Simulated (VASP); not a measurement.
# Ag in VASP: a series of runs, part 2 of 2

VASP 6.6.1. The steps go on from the part before.

## 5. Single point, PBE (strain -0.030 along x and y, -0.030 along z)

File INCAR:

```
PREC = Accurate
ENCUT = 520
EDIFF = 1E-6
ISMEAR = 0
SIGMA = 0.15
LREAL = F
LASPH = T
NELM = 60
ALGO = Fast
ISIF = 2
LWAVE = F
LCHARG = F
GGA = PE
NBANDS = 12
```

File KPOINTS:

```
regular mesh
0
Gamma
  10 10 10
```

File POSCAR:

```
Ag
1.0
    0.0000000000      1.9818070000      1.9818070000
    1.9818070000      0.0000000000      1.9818070000
    1.9818070000      1.9818070000      0.0000000000
Ag
1
Direct
    0.0000000000      0.0000000000      0.0000000000
```

Potentials or basis: VASP PAW PBE potentials, release 64 (Ag).

On the command line:

```bash
cat potpaw_PBE.64/Ag/POTCAR > POTCAR
mpirun -np 1 vasp_std > vasp.out
```

OUTCAR:

```text
PREC = Accurate
   ENCUT = 520
   EDIFF = 1E-6
   ISMEAR = 0
   LREAL = F
   LASPH = T
   NELM = 60
   ISIF = 2
   GGA = PE

 ion  position               nearest neighbor table
   1  0.000  0.000  0.000-

  LATTYP: Found a face centered cubic cell.
 ALAT       =     3.9636140000

  Lattice vectors:

 A1 = (   0.0000000000,   1.9818070000,   1.9818070000)
 A2 = (   1.9818070000,   0.0000000000,   1.9818070000)
 A3 = (   1.9818070000,   1.9818070000,   0.0000000000)

Analysis of symmetry for initial positions (statically):
=====================================================================
 Subroutine PRICEL returns:
 Original cell was already a primitive cell.

 Routine SETGRP: Setting up the symmetry group for a
 face centered cubic supercell.

 Subroutine GETGRP returns: Found 48 space group operations
 (whereof 48 operations were pure point group operations)
 out of a pool of 48 trial point group operations.

The static configuration has the point symmetry O_h .

Analysis of symmetry for dynamics (positions and initial velocities):
=====================================================================
 Subroutine PRICEL returns:
 Original cell was already a primitive cell.

 Routine SETGRP: Setting up the symmetry group for a
 face centered cubic supercell.

 Subroutine GETGRP returns: Found 48 space group operations
 (whereof 48 operations were pure point group operations)
 out of a pool of 48 trial point group operations.

The dynamic configuration has the point symmetry O_h .

 Subroutine INISYM returns: Found 48 space group operations
 (whereof 48 operations are pure point group operations),
 and found     1 'primitive' translations

----------------------------------------------------------------------------------------

                                     Primitive cell

  volume of cell :      15.5673

  direct lattice vectors                    reciprocal lattice vectors
     0.000000000  1.981807000  1.981807000    -0.252295001  0.252295001  0.252295001
     1.981807000  0.000000000  1.981807000     0.252295001 -0.252295001  0.252295001
     1.981807000  1.981807000  0.000000000     0.252295001  0.252295001 -0.252295001

  length of vectors
     2.802698337  2.802698337  2.802698337     0.436987761  0.436987761  0.436987761

  position of ions in fractional coordinates (direct lattice)
     0.000000000  0.000000000  0.000000000

  ion indices of the primitive-cell ions
   primitive index   ion index
                 1           1

----------------------------------------------------------------------------------------

 KPOINTS: regular mesh

Automatic generation of k-mesh.
 Grid dimensions read from file:
 generate k-points for:   10   10   10

 Generating k-lattice:

  Cartesian coordinates                     Fractional coordinates (reciprocal lattice)
    -0.025229500  0.025229500  0.025229500     0.100000000  0.000000000  0.000000000
     0.025229500 -0.025229500  0.025229500     0.000000000  0.100000000  0.000000000
     0.025229500  0.025229500 -0.025229500     0.000000000  0.000000000  0.100000000

  Length of vectors
     0.043698776  0.043698776  0.043698776

  Shift w.r.t. Gamma in fractional coordinates (k-lattice)
     0.000000000  0.000000000  0.000000000

 Subroutine IBZKPT returns following result:
 ===========================================

 Found     47 irreducible k-points:

 Following reciprocal coordinates:
            Coordinates               Weight
  0.000000  0.000000  0.000000      1.000000
  0.100000  0.000000  0.000000      8.000000
  0.200000  0.000000  0.000000      8.000000
  0.300000  0.000000  0.000000      8.000000
  0.400000  0.000000  0.000000      8.000000
  0.500000  0.000000  0.000000      4.000000
[... 16 lines left out ...]
  0.300000  0.300000  0.000000      6.000000
  0.400000  0.300000  0.000000     24.000000
 [... further k-points ...]
   k-points           NKPTS =     47   k-points in BZ     NKDIM =     47   number of bands    NBANDS=     12
   number of dos      NEDOS =    301   number of ions     NIONS =      1
   total plane-waves  NPLWV =  13824
   dimension x,y,z NGX =    24 NGY =   24 NGZ =   24
   dimension x,y,z NGXF=    48 NGYF=   48 NGZF=   48
   ions per type =               1
   NGX,Y,Z   is equivalent  to a cutoff of  14.24, 14.24, 14.24 a.u.
   NGXF,Y,Z  is equivalent  to a cutoff of  28.47, 28.47, 28.47 a.u.
 SYSTEM =  unknown system
   PREC   = accura    normal or accurate (medium, high low for compatibility)
   ISTART =      0    job   : 0-new  1-cont  2-samecut
   ICHARG =      2    charge: 1-file 2-atom 10-const
   ISPIN  =      1    spin polarized calculation?
   LNONCOLLINEAR =      F non collinear calculations
   LSORBIT =      F    spin-orbit coupling
   LASPH  =      T    aspherical Exc in radial PAW
   ENCUT  =  520.0 eV  38.22 Ry    6.18 a.u.   5.21  5.21  5.21*2*pi/ulx,y,z
   NELM   =     60;   NELMIN=  2; NELMDL= -5     # of ELM steps
   EDIFF  = 0.1E-05   stopping-criterion for ELM
   LREAL  =      F    real-space projection
   EDIFFG = 0.1E-04   stopping-criterion for IOM
   NSW    =      0    number of steps for IOM
   IBRION =     -1    ionic relax: 0-MD 1-quasi-New 2-CG
   NFREE  =      0    steps in history (QN), initial steepest desc. (CG)
   ISIF   =      2    stress and relaxation
   ISYM   =      2    0-nonsym 1-usesym 2-fastsym
   POTIM  = 0.5000    time-step for ionic-motion
   TEBEG  =    0.0;   TEEND  =   0.0 temperature during run
   PSTRESS=    0.0 pullay stress
   NELECT =      11.0000    total number of electrons
   NUPDOWN=      -1.0000    fix difference up-down
   EMIN   =  10.00;   EMAX   =-10.00  energy-range for DOS
   EFERMI =   0.00;   METHOD = LEGACY
   ISMEAR =     0;   SIGMA  =   0.15  broadening in eV -4-tet -1-fermi 0-gaus
   EFERMI_NEDOS =   21; number of points for ismear=-14 and -15
   IALGO  =     68    algorithm
   IMIX   =      4    mixing-type and parameters
     AMIX     =   0.40;   BMIX     =  1.00
     AMIX_MAG =   1.60;   BMIX_MAG =  1.00
  volume/ion in A,a.u.               =      15.57       105.05
  Fermi-wavevector in a.u.,A,eV,Ry     =   1.458146  2.755497 28.928571  2.126190
  Thomas-Fermi vector in A             =   2.574865
   LORBIT       =      0    0 simple, 1 ext, 2 COOP (PROOUT), +10 PAW based schemes
   GGA     = PE    functional components
   LHFCALC =     F    Hartree Fock is set to
   AEXX    =    0.0000 exact exchange contribution
   IVDW    =     0    specifies the selected vdW correction
   LEPSILON=     F    determine dielectric tensor
   LRPA    =     F    only Hartree local field effects (RPA)
 non-spin polarized calculation
 RMM-DIIS sequential band-by-band and
 Gauss-broadening in eV      SIGMA  =   0.15
  energy-cutoff  :      520.00
  volume of cell :       15.57
 maximum number of plane-waves:       444
 NGX is ok and might be reduce to    24
   NGX = 11   NGY = 11   NGZ = 11

 number of electron      11.0000000 magnetization

 Free energy of the ion-electron system (eV)
  ---------------------------------------------------
  ext. energy  EPLUGINS =         0.00000000
  ---------------------------------------------------
  free energy    TOTEN  =        -2.59201485 eV

  energy without entropy =       -2.58846299  energy(sigma->0) =       -2.59023892

 E-fermi :   9.7175     XC(G=0): -12.7621

 val. band max:        9.5268551539   @ k =   0.5000   0.2000   0.1000
 cond. band min:       9.7815834242   @ k =   0.5000   0.1000   0.0000
 fundamental gap:      0.2547282703
 Fermi energy:         9.7174539711

 k-point     1 :       0.0000    0.0000    0.0000
  band No.  band energies     occupation
      1       1.2994      2.00000
      2       4.6031      2.00000
      3       4.6031      2.00000
      4       4.6031      2.00000
      5       5.8182      2.00000
      6       5.8182      2.00000
      7      25.9531      0.00000
      8      30.0744      0.00000
      9      30.0744      0.00000
     10      30.0744      0.00000
     11      35.1234      0.00000
     12      36.9348      0.00000
[... 331 lines left out ...]
 k-point    24 :       0.4000    0.3000    0.0000
  band No.  band energies     occupation
      1       3.1543      2.00000
      2       3.3148      2.00000
      3       5.8633      2.00000
      4       6.0688      2.00000
      5       6.6960      2.00000
      6       8.4583      2.00000
      7      20.9371      0.00000
      8      22.1869      0.00000
      9      22.9842      0.00000
     10      27.7705      0.00000
     11      30.0436      0.00000
     12      39.3728      0.00000

 [... further k-points ...]

------------------------ aborting loop because EDIFF is reached ----------------------------------------

  FORCE on cell =-STRESS in cart. coord.  units (eV):
  Direction    XX          YY          ZZ          XY          YZ          ZX
  --------------------------------------------------------------------------------------
  -------------------------------------------------------------------------------------
  Total        1.7898641      1.7898641      1.7898641      0.0000000     -0.0000000     -0.0000000
  in kB      184.2114289    184.2114289    184.2114289      0.0000000     -0.0000000     -0.0000000
  external PRESSURE =     184.2114289 kB  Pullay stress =       0.0000000 kB

 VOLUME and BASIS-vectors are now :
 -----------------------------------------------------------------------------
  energy-cutoff  :      520.00
  volume of cell :       15.57
      direct lattice vectors                 reciprocal lattice vectors
     0.000000000  1.981807000  1.981807000    -0.252295001  0.252295001  0.252295001
     1.981807000  0.000000000  1.981807000     0.252295001 -0.252295001  0.252295001
     1.981807000  1.981807000  0.000000000     0.252295001  0.252295001 -0.252295001

 POSITION                                       TOTAL-FORCE (eV/Angst)
 -----------------------------------------------------------------------------------
      0.00000      0.00000      0.00000        -0.000000      0.000000     -0.000000
 -----------------------------------------------------------------------------------
    total drift:                               -0.000000      0.000000     -0.000000

  FREE ENERGIE OF THE ION-ELECTRON SYSTEM (eV)
  ---------------------------------------------------
  free  energy   TOTEN  =        -2.5920148469 eV

  energy  without entropy=       -2.5884629941  energy(sigma->0) =       -2.59023892
```

OSZICAR:

```text
N       E                     dE             d eps       ncg     rms          rms(c)
DAV:   1     0.541857848954E+02    0.54186E+02   -0.56491E+03  1136   0.851E+02
DAV:   2    -0.190657922275E+01   -0.56092E+02   -0.53606E+02  1320   0.200E+02
DAV:   3    -0.286940254383E+01   -0.96282E+00   -0.96228E+00  1320   0.269E+01
DAV:   4    -0.287221719500E+01   -0.28147E-02   -0.28145E-02  1316   0.154E+00
DAV:   5    -0.287223779365E+01   -0.20599E-04   -0.20598E-04  1340   0.114E-01    0.679E+00
RMM:   6    -0.260859116440E+01    0.26365E+00   -0.35042E-01  1150   0.544E+00    0.418E+00
RMM:   7    -0.259583982027E+01    0.12751E-01   -0.11921E-02  1264   0.122E+00    0.226E+00
RMM:   8    -0.259201665765E+01    0.38232E-02   -0.10771E-03  1278   0.316E-01    0.187E-01
RMM:   9    -0.259201259898E+01    0.40587E-05   -0.12880E-04  1384   0.103E-01    0.728E-02
RMM:  10    -0.259201352030E+01   -0.92132E-06   -0.23140E-05  1354   0.385E-02    0.309E-02
RMM:  11    -0.259201486378E+01   -0.13435E-05   -0.63873E-06  1164   0.151E-02    0.812E-03
RMM:  12    -0.259201484689E+01    0.16888E-07   -0.74819E-07   895   0.686E-03
   1 F= -.25920148E+01 E0= -.25902389E+01  d E =-.355185E-02
```

stdout:

```text
POSCAR found type information on POSCAR Ag
 POSCAR found :  1 types and       1 ions
 scaLAPACK will be used
 LDA part: xc-table for (Slater+PW92), standard interpolation
 POSCAR, INCAR and KPOINTS ok, starting setup
 FFT: planning ... GRIDC
 FFT: planning ... GRID_SOFT
 FFT: planning ... GRID
 WAVECAR not read
 entering main loop
```

Run time: 14 s. Hardware: 1 thread of Intel Xeon 8259CL, shared host; peak memory 0.14 GiB.

Results:

- Free energy: -2.5920 eV
- Pressure: 18.4 GPa

Caveat: the cell differs from its parent crystal (strain -0.030 along x and y, -0.030 along z).

## 6. Summary

| cell | gap on the mesh (eV) | pressure (GPa) |
| --- | --- | --- |
| a = 2.933, b = 2.933, c = 2.976 Å, angles 59.5, 59.5, 61.0°, 1 atom | none | -1.1 |
| a = 2.954, b = 2.954, c = 2.933 Å, angles 60.2, 60.2, 59.5°, 1 atom | none | -1.1 |
| a = 2.954, b = 2.954, c = 2.976 Å, angles 59.8, 59.8, 60.5°, 1 atom | none | -2.3 |
| a = 2.803 Å, angles 60.0°, 1 atom | none | 18.4 |

Alike in all rows: task single point; level PBE; potentials or basis VASP PAW PBE potentials, release 64 (Ag); no spin polarisation; k mesh 10 × 10 × 10; cutoff (eV) 520; smearing gaussian 0.15 eV.

Absolute energies hang on the potentials; compare differences alone.
